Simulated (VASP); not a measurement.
A run of VASP 6.6.1 is set up as follows.

File INCAR:

```
PREC = Accurate ; ENCUT = 520
EDIFF = 1E-6 ; ISMEAR = 0
SIGMA = 0.01 ; LREAL = False
LASPH = True ; NELM = 100
ALGO = Normal ; ISIF = 2
LWAVE = False ; LCHARG = False
GGA = RP ; NBANDS = 26
```

File KPOINTS:

```
regular mesh
0
Gamma
  6 6 4
```

File POSCAR:

```
ZnO
1.0
    3.3182284393      0.0000000000      0.0000000000
   -1.6591142197      2.8736701240      0.0000000000
    0.0000000000      0.0000000000      5.3519124065
Zn O
2 2
Direct
    0.3333333333      0.6666666667      0.4998135427
    0.6666666667      0.3333333333     -0.0001864573
    0.6666666667      0.3333333333      0.3791964573
    0.3333333333      0.6666666667      0.8791964573
```

Potentials or basis: VASP PAW PBE potentials, release 64 (Zn, O).

Run with:

```bash
$ cat potpaw_PBE.64/Zn/POTCAR potpaw_PBE.64/O/POTCAR > POTCAR
$ mpirun -np 1 vasp_std > vasp.out
```

Estimate the pressure.

0.9 GPa.

Predict the band gap on the k mesh.

0.77 eV, direct.

Caveat: the PAW data sets were made with another functional, which shifts forces and pressure a little.

**Experimental background.**

“Electronic structure of alkaline earth and post-transition metal oxides”, 2009, arxiv:0908.1581 quotes, for a bulk crystal of ZnO: band gap 3.37 eV.

Measured gap of ZnO: 3.37 eV (quoted in “Electronic structure of alkaline earth and post-transition metal oxides”, 2009, arxiv:0908.1581). This calculation gives 0.77 eV (-2.60 eV). So large a miss can be the level of theory's own, or it may mean another phase, state or a wrong row. The value is that of RPBE, without temperature or zero-point motion. Semilocal functionals fall short of measured gaps as a rule.
